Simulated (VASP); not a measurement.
Crystal: Li3H8.

```xyz
11
Lattice="3.0259 1.7470 5.3694 -3.0259 1.7470 5.3694 0.0000 -3.4940 5.3694" Properties=species:S:1:pos:R:3 pbc="T T T"
Li    0.0000    0.0000    8.7510
Li    0.0000    0.0000    7.3574
Li    0.0000    0.0000    0.0000
H     0.0000   -1.7470    2.6847
H     1.5130    0.8735    2.6847
H    -1.5130    0.8735    2.6847
H     0.0000    0.0000   12.6164
H     0.0000    0.0000    3.4919
H     0.0000    1.7470    5.3694
H    -1.5130   -0.8735    5.3694
H     1.5130   -0.8735    5.3694
```

The cell was built from a structure type or drawn by symmetry, and may not be a known phase.

```yaml
Program: VASP 6.6.1
Task: relaxation of cell and atoms
Functional: PBE
Potentials_or_basis: VASP PAW PBE potentials, release 64 (Li_sv, H_h)
Cutoff: 910 eV
k_mesh: 6 × 6 × 6
Occupations: gaussian, width 0.1 eV
Spin: no spin polarisation
```

At the start: pressure -7.7 GPa; volume 15.48 Å³/atom.

Problem. How do energy, volume and symmetry change on relaxing?

Solution. Over 16 steps the energy falls by 992.6 meV/atom and the volume is 6.91 Å³/atom (-55.4 %); space group R-3m (No. 166, to 0.1 Å) before and after.

Step by step:
| step | energy change (eV) | largest force (eV/Å) | pressure (GPa) | volume (Å³) |
| --- | --- | --- | --- | --- |
| 1 | 0.0000 | 6.7238 | -7.67 | 170.31 |
| 2 | -4.0925 | 2.7179 | -9.00 | 152.58 |
| 3 | -6.8768 | 1.5228 | -8.99 | 133.68 |
| 4 | -8.5046 | 1.6577 | 0.36 | 99.91 |
| 5 | -8.7026 | 1.6504 | -4.65 | 109.96 |
| 6 | -8.7269 | 1.6541 | -3.88 | 108.00 |
| 7 | -9.2995 | 1.3825 | -2.65 | 101.06 |
| 8 | -10.0618 | 1.7821 | 3.39 | 82.05 |
| 9 | -10.5783 | 1.0082 | 0.32 | 81.31 |
| 10 | -10.6794 | 0.6566 | -1.36 | 80.83 |
| 11 | -10.8185 | 0.4213 | -1.15 | 79.05 |
| 12 | -10.8968 | 0.2113 | -0.65 | 76.68 |
| 13 | -10.8972 | 0.2417 | -0.60 | 76.51 |
| 14 | -10.9157 | 0.0154 | 0.43 | 75.43 |
| 15 | -10.9158 | 0.0055 | 0.52 | 75.33 |
| 16 | -10.9185 | 0.0053 | 0.30 | 75.98 |

Final structure:
```
CELL_PARAMETERS angstrom
2.10062 1.21279 4.97059
-2.10062 1.21279 4.97059
0.00000 -2.42559 4.97059
ATOMIC_POSITIONS crystal
Li 0.58528 0.58528 0.58528
Li 0.41472 0.41472 0.41472
Li 0.00000 0.00000 0.00000
H 0.00000 0.00000 0.50000
H 0.50000 0.00000 0.00000
H 0.00000 0.50000 0.00000
H 0.83297 0.83297 0.83297
H 0.16703 0.16703 0.16703
H 0.50000 0.50000 0.00000
H 0.00000 0.50000 0.50000
H 0.50000 0.00000 0.50000
```

Caveat: the volume moved by over 15 % at a fixed basis, so the end points are rough.
